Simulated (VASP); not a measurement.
# BaTiO3 (Cm) in VASP: notebook

The runs below take BaTiO3 through single point, with PBE.

Everything below comes from runs of VASP 6.6.1. Logs are shortened: lines on timing, memory, paths and dates and some standing lists are left out, and cuts for length are marked.

## 1. The cell of the first run

The structure is monoclinic, space group Cm (No. 8). The conventional cell has a = 5.757 Å, b = 5.468 Å, c = 4.060 Å, α = 90.00°, β = 90.43°, γ = 90.00°. Ba (site symmetry m) has 12 O at 2.74 to 2.98 Å and 8 Ti at 3.37 to 3.64 Å within 3.7 Å. Within 2.4 Å of Ti (site symmetry m) lie 6 O at 1.82 to 2.21 Å. Within 2.5 Å of O (site symmetry m) lie 2 Ti at 1.87 to 2.21 Å. O (site symmetry 1) has 2 Ti at 1.82 to 2.16 Å within 2.4 Å.

## 2. Single point, PBE (strain -0.0450 x Voigt [1, 0, 0, 0, 0, 0])

INCAR reads:

```
SYSTEM = BaTiO3
ALGO = Normal
EDIFF = 1E-6
ENCUT = 1340
GGA = PE
GGA_COMPAT = .FALSE.
ISIF = 2
ISMEAR = 0
LASPH = .TRUE.
LCHARG = .FALSE.
LREAL = .FALSE.
LWAVE = .FALSE.
NBANDS = 28
NELM = 120
PREC = Accurate
SIGMA = 0.05
```

KPOINTS reads:

```
k-points
0
G
  6 6 6
  0 0 0
```

POSCAR reads:

```
BaTiO3
1.0
    2.7342325099      1.6529946342      2.3563003940
   -2.7342325099      1.6529946342      2.3563003940
    0.0000000000     -3.3059892684      2.3563003940
Ba Ti O
1 1 3
Direct
    0.0049545205      0.0049545205      0.0049545205
    0.5191875227      0.5191875227      0.5191875227
    0.4883938465      0.4883938465      0.9777702638
    0.4883938465      0.9777702638      0.4883938465
    0.9777702638      0.4883938465      0.4883938465
```

Potentials or basis: VASP PAW PBE potentials, release 64 (Ba_sv, Ti_sv, O_h).

Launch:

```
$ cat potpaw_PBE.64/Ba_sv/POTCAR potpaw_PBE.64/Ti_sv/POTCAR potpaw_PBE.64/O_h/POTCAR > POTCAR
$ mpirun -np 1 vasp_std > vasp.out
```

OUTCAR:

```text
SYSTEM = BaTiO3
   EDIFF = 1E-6
   ENCUT = 1340
   GGA = PE
   ISIF = 2
   ISMEAR = 0
   LASPH = .TRUE.
   LREAL = .FALSE.
   NELM = 120
   PREC = Accurate

 ion  position               nearest neighbor table
   1  0.005  0.005  0.005-   3 2.74   3 2.74   4 2.75   5 2.75   3 2.78   4 2.83   5 2.83   5 2.84
                             4 2.84   5 2.95   4 2.95   3 2.98   2 3.37   2 3.37   2 3.43   2 3.44
   2  0.519  0.519  0.519-   4 1.82   5 1.82   3 1.87   4 2.16   5 2.16   3 2.21   1 3.37   1 3.37
                             1 3.43   1 3.44   1 3.44   1 3.48   1 3.54   1 3.64
   3  0.488  0.488  0.978-   2 1.87   2 2.21   1 2.74   1 2.74   1 2.78   1 2.98
   4  0.488  0.978  0.488-   2 1.82   2 2.16   1 2.75   1 2.83   1 2.84   1 2.95
   5  0.978  0.488  0.488-   2 1.82   2 2.16   1 2.75   1 2.83   1 2.84   1 2.95

  LATTYP: Found a base centered monoclinic cell.
 ALAT       =     5.7565763462
 B/A-ratio  =     0.9499509241
 C/A-ratio  =     0.7052400250
 COS(beta)  =    -0.0074769073

  Lattice vectors:

 A1 = (  -2.7342325099,  -1.6529946342,  -2.3563003940)
 A2 = (   2.7342325099,  -1.6529946342,  -2.3563003940)
 A3 = (   0.0000000000,  -3.3059892684,   2.3563003940)

Analysis of symmetry for initial positions (statically):
=====================================================================
 Subroutine PRICEL returns:
 Original cell was already a primitive cell.

 Routine SETGRP: Setting up the symmetry group for a
 base centered monoclinic supercell.

 Subroutine GETGRP returns: Found  2 space group operations
 (whereof  2 operations were pure point group operations)
 out of a pool of  4 trial point group operations.

The static configuration has the point symmetry C_1h.

Analysis of symmetry for dynamics (positions and initial velocities):
=====================================================================
 Subroutine PRICEL returns:
 Original cell was already a primitive cell.

 Routine SETGRP: Setting up the symmetry group for a
 base centered monoclinic supercell.

 Subroutine GETGRP returns: Found  2 space group operations
 (whereof  2 operations were pure point group operations)
 out of a pool of  4 trial point group operations.

The dynamic configuration has the point symmetry C_1h.

[... 94 lines left out ...]
 SYSTEM =  BaTiO3
   PREC   = accura    normal or accurate (medium, high low for compatibility)
   ISTART =      0    job   : 0-new  1-cont  2-samecut
   ICHARG =      2    charge: 1-file 2-atom 10-const
   ISPIN  =      1    spin polarized calculation?
   LNONCOLLINEAR =      F non collinear calculations
   LSORBIT =      F    spin-orbit coupling
   LASPH  =      T    aspherical Exc in radial PAW
   ENCUT  = 1340.0 eV  98.49 Ry    9.92 a.u.  11.85 11.85 12.12*2*pi/ulx,y,z
   NELM   =    120;   NELMIN=  2; NELMDL= -5     # of ELM steps
   EDIFF  = 0.1E-05   stopping-criterion for ELM
   LREAL  =      F    real-space projection
   EDIFFG = 0.1E-04   stopping-criterion for IOM
   NSW    =      0    number of steps for IOM
   IBRION =     -1    ionic relax: 0-MD 1-quasi-New 2-CG
   NFREE  =      0    steps in history (QN), initial steepest desc. (CG)
   ISIF   =      2    stress and relaxation
   ISYM   =      2    0-nonsym 1-usesym 2-fastsym
   POTIM  = 0.5000    time-step for ionic-motion
   TEBEG  =    0.0;   TEEND  =   0.0 temperature during run
   PSTRESS=    0.0 pullay stress
   NELECT =      40.0000    total number of electrons
   NUPDOWN=      -1.0000    fix difference up-down
   EMIN   =  10.00;   EMAX   =-10.00  energy-range for DOS
   EFERMI =   0.00;   METHOD = LEGACY
   ISMEAR =     0;   SIGMA  =   0.05  broadening in eV -4-tet -1-fermi 0-gaus
   EFERMI_NEDOS =   21; number of points for ismear=-14 and -15
   IALGO  =     38    algorithm
   IMIX   =      4    mixing-type and parameters
     AMIX     =   0.40;   BMIX     =  1.00
     AMIX_MAG =   1.60;   BMIX_MAG =  1.00
  volume/ion in A,a.u.               =      12.78        86.24
  Fermi-wavevector in a.u.,A,eV,Ry     =   1.400442  2.646452 26.684273  1.961239
  Thomas-Fermi vector in A             =   2.523402
   LORBIT       =      0    0 simple, 1 ext, 2 COOP (PROOUT), +10 PAW based schemes
   GGA     = PE    functional components
   LHFCALC =     F    Hartree Fock is set to
   AEXX    =    0.0000 exact exchange contribution
   IVDW    =     0    specifies the selected vdW correction
   LEPSILON=     F    determine dielectric tensor
   LRPA    =     F    only Hartree local field effects (RPA)
 non-spin polarized calculation
 Gauss-broadening in eV      SIGMA  =   0.05
  energy-cutoff  :     1340.00
  volume of cell :       63.90
 maximum number of plane-waves:      7146
   NGX = 23   NGY = 23   NGZ = 25

 number of electron      40.0000001 magnetization

 Free energy of the ion-electron system (eV)
  ---------------------------------------------------
  ext. energy  EPLUGINS =         0.00000000
  ---------------------------------------------------
  free energy    TOTEN  =       -39.90986403 eV

  energy without entropy =      -39.90986403  energy(sigma->0) =      -39.90986403

 E-fermi :   4.4808     XC(G=0): -11.2500

 val. band max:        4.1548275359   @ k =   0.5000   0.5000   0.5000
 cond. band min:       6.7737799401   @ k =   0.0000   0.0000   0.0000
 fundamental gap:      2.6189524043
 Fermi energy:         4.4808278441

 k-point     1 :       0.0000    0.0000    0.0000
  band No.  band energies     occupation
      1     -51.9467      2.00000
      2     -28.2664      2.00000
      3     -28.2265      2.00000
      4     -28.2127      2.00000
      5     -20.6478      2.00000
      6     -12.6766      2.00000
[... 733 lines left out ...]
     27      10.6833      0.00000
     28      12.2166      0.00000

 [... further k-points ...]
[... 5 lines left out ...]
  --------------------------------------------------------------------------------------
  -------------------------------------------------------------------------------------
  Total        7.0392373      2.6184197      2.3416487      0.0000000     -0.0862824      0.0000000
  in kB      176.5010917     65.6539793     58.7142513      0.0000000     -2.1634357      0.0000000
  external PRESSURE =     100.2897741 kB  Pullay stress =       0.0000000 kB

 VOLUME and BASIS-vectors are now :
 -----------------------------------------------------------------------------
  energy-cutoff  :     1340.00
  volume of cell :       63.90
      direct lattice vectors                 reciprocal lattice vectors
     2.734232510  1.652994634  2.356300394     0.182866672  0.100827107  0.141464702
    -2.734232510  1.652994634  2.356300394    -0.182866672  0.100827107  0.141464702
     0.000000000 -3.305989268  2.356300394     0.000000000 -0.201654214  0.141464702

 POSITION                                       TOTAL-FORCE (eV/Angst)
 -----------------------------------------------------------------------------------
      0.00000      0.00000      0.03502         0.000000     -0.007193     -0.077936
      0.00000      0.00000      3.67009         0.000000     -0.301861     -0.594219
      0.00000     -1.61787      4.60553         0.000000     -0.167561      0.095222
     -1.33807      0.80894      4.60553        -0.558398      0.238307      0.288466
      1.33807      0.80894      4.60553         0.558398      0.238307      0.288466
 -----------------------------------------------------------------------------------
    total drift:                               -0.000000      0.001327      0.000722

  FREE ENERGIE OF THE ION-ELECTRON SYSTEM (eV)
  ---------------------------------------------------
  free  energy   TOTEN  =       -39.9098640328 eV

  energy  without entropy=      -39.9098640328  energy(sigma->0) =      -39.90986403
```

It took 6.5 min on 1 thread of Intel Xeon Platinum 8259CL at 2.50GHz (Skylake/Cascade Lake), shared host; peak memory 0.67 GiB.

Results:

```yaml
Free_energy: -39.9099 eV
Pressure: 10.0 GPa
Largest_force: 0.672 eV/Å
Band_gap_on_the_k_mesh: 2.62 eV (least direct gap 3.01 eV)
```

Forces on the atoms (eV/Å):
```
Ba   0.000 -0.007 -0.078
Ti   0.000 -0.302 -0.594
O    0.000 -0.168  0.095
O   -0.558  0.238  0.288
O    0.558  0.238  0.288
```

Caveat: the cell differs from its parent crystal (strain -0.0450 x Voigt [1, 0, 0, 0, 0, 0]); the stress differs along the axes, from 6 to 18 GPa; spin-orbit coupling is left out, which moves the levels of the heavy elements. A k mesh can miss the band edges.

## 3. Single point, PBE (strain -0.0150 x Voigt [1, 0, 0, 0, 0, 0])

INCAR reads:

```
ALGO = Normal
EDIFF = 1E-6
ENCUT = 1340
GGA = PE
GGA_COMPAT = F
ISIF = 2
ISMEAR = 0
LASPH = T
LCHARG = F
LREAL = F
LWAVE = F
NBANDS = 28
NELM = 120
PREC = Accurate
SIGMA = 0.05
```

KPOINTS reads:

```
k-points
0
Gamma
  6 6 6
```

Changes to POSCAR since step 2:

```diff
@@ -2,4 +2,4 @@
 1.0
-    2.7342325099      1.6529946342      2.3563003940
-   -2.7342325099      1.6529946342      2.3563003940
+    2.8201246307      1.6529946342      2.3563003940
+   -2.8201246307      1.6529946342      2.3563003940
     0.0000000000     -3.3059892684      2.3563003940
```

Potentials or basis: VASP PAW PBE potentials, release 64 (Ba_sv, Ti_sv, O_h).

Launch:

```
$ cat potpaw_PBE.64/Ba_sv/POTCAR potpaw_PBE.64/Ti_sv/POTCAR potpaw_PBE.64/O_h/POTCAR > POTCAR
$ mpirun -np 1 vasp_std > vasp.out
```

OUTCAR:

```text
EDIFF = 1E-6
   ENCUT = 1340
   GGA = PE
   ISIF = 2
   ISMEAR = 0
   LASPH = T
   LREAL = F
   NELM = 120
   PREC = Accurate

 ion  position               nearest neighbor table
   1  0.005  0.005  0.005-   4 2.77   5 2.77   3 2.78   3 2.82   3 2.82   4 2.86   5 2.86   5 2.86
                             4 2.86   5 2.97   4 2.97   3 2.98   2 3.43   2 3.44   2 3.44   2 3.48
   2  0.519  0.519  0.519-   4 1.85   5 1.85   3 1.87   4 2.19   5 2.19   3 2.21   1 3.43   1 3.44
                             1 3.44   1 3.48   1 3.51   1 3.51   1 3.54   1 3.64
[... 954 lines left out ...]
  -------------------------------------------------------------------------------------
  Total        2.5748515      1.2144220      1.1038647      0.0000000     -0.0375447      0.0000000
  in kB       62.5952112     29.5228678     26.8351964      0.0000000     -0.9127200      0.0000000
  external PRESSURE =      39.6510918 kB  Pullay stress =       0.0000000 kB

 VOLUME and BASIS-vectors are now :
 -----------------------------------------------------------------------------
  energy-cutoff  :     1340.00
  volume of cell :       65.91
      direct lattice vectors                 reciprocal lattice vectors
     2.820124631  1.652994634  2.356300394     0.177297129  0.100827107  0.141464702
    -2.820124631  1.652994634  2.356300394    -0.177297129  0.100827107  0.141464702
     0.000000000 -3.305989268  2.356300394     0.000000000 -0.201654214  0.141464702

 POSITION                                       TOTAL-FORCE (eV/Angst)
 -----------------------------------------------------------------------------------
      0.00000      0.00000      0.03502         0.000000     -0.001197     -0.057805
      0.00000      0.00000      3.67009         0.000000     -0.086875     -0.215660
      0.00000     -1.61787      4.60553         0.000000     -0.066381      0.053899
     -1.38010      0.80894      4.60553        -0.183086      0.077227      0.109783
      1.38010      0.80894      4.60553         0.183086      0.077227      0.109783
 -----------------------------------------------------------------------------------
    total drift:                               -0.000000      0.000134     -0.000586

  FREE ENERGIE OF THE ION-ELECTRON SYSTEM (eV)
  ---------------------------------------------------
  free  energy   TOTEN  =       -40.0604074277 eV

  energy  without entropy=      -40.0604074277  energy(sigma->0) =      -40.06040743
```

OSZICAR:

```text
N       E                     dE             d eps       ncg     rms          rms(c)
DAV:   1     0.675857584006E+03    0.67586E+03   -0.35746E+04  3808   0.312E+03
DAV:   2     0.805072910007E+02   -0.59535E+03   -0.56939E+03  3900   0.645E+02
DAV:   3    -0.415015235890E+02   -0.12201E+03   -0.11460E+03  5768   0.213E+02
DAV:   4    -0.501241441184E+02   -0.86226E+01   -0.85846E+01  4972   0.555E+01
DAV:   5    -0.505005594118E+02   -0.37642E+00   -0.37606E+00  6104   0.113E+01    0.242E+01
DAV:   6    -0.401928061015E+02    0.10308E+02   -0.54444E+01  5968   0.685E+01    0.104E+01
DAV:   7    -0.402412369420E+02   -0.48431E-01   -0.12480E+01  5296   0.259E+01    0.748E+00
DAV:   8    -0.400674698638E+02    0.17377E+00   -0.71683E-01  4660   0.742E+00    0.414E+00
DAV:   9    -0.400865196922E+02   -0.19050E-01   -0.44952E-01  5760   0.646E+00    0.166E+00
DAV:  10    -0.400677051436E+02    0.18815E-01   -0.21800E-01  4920   0.464E+00    0.784E-01
DAV:  11    -0.400610318173E+02    0.66733E-02   -0.39667E-02  5204   0.124E+00    0.294E-01
DAV:  12    -0.400607061109E+02    0.32571E-03   -0.81377E-03  4928   0.882E-01    0.160E-01
DAV:  13    -0.400603905656E+02    0.31555E-03   -0.12565E-03  4840   0.383E-01    0.229E-02
DAV:  14    -0.400604082077E+02   -0.17642E-04   -0.11134E-04  5872   0.892E-02    0.154E-02
DAV:  15    -0.400604075512E+02    0.65644E-06   -0.22041E-05  4812   0.456E-02    0.304E-03
DAV:  16    -0.400604074277E+02    0.12351E-06   -0.15898E-06  3828   0.137E-02
   1 F= -.40060407E+02 E0= -.40060407E+02  d E =-.558132E-30
```

It took 4.6 min on 1 thread of AMD EPYC 9R45 (Zen 5), shared host; peak memory 0.66 GiB.

What came out:

* Free energy: -40.0604 eV
* Pressure: 4.0 GPa
* Largest force: 0.233 eV/Å
* Band gap on the k mesh: 2.61 eV (least direct gap 3.10 eV)

Forces on the atoms (eV/Å):
```
Ba   0.000 -0.001 -0.058
Ti   0.000 -0.087 -0.216
O    0.000 -0.066  0.054
O   -0.183  0.077  0.110
O    0.183  0.077  0.110
```

Stress tensor (GPa, compression positive):
```
 6.26  0.00  0.00
 0.00  2.95 -0.09
 0.00 -0.09  2.68
```

Caveat: the cell differs from its parent crystal (strain -0.0150 x Voigt [1, 0, 0, 0, 0, 0]); the cell stands under pressure; spin-orbit coupling is left out, which moves the levels of the heavy elements. A k mesh can miss the band edges.
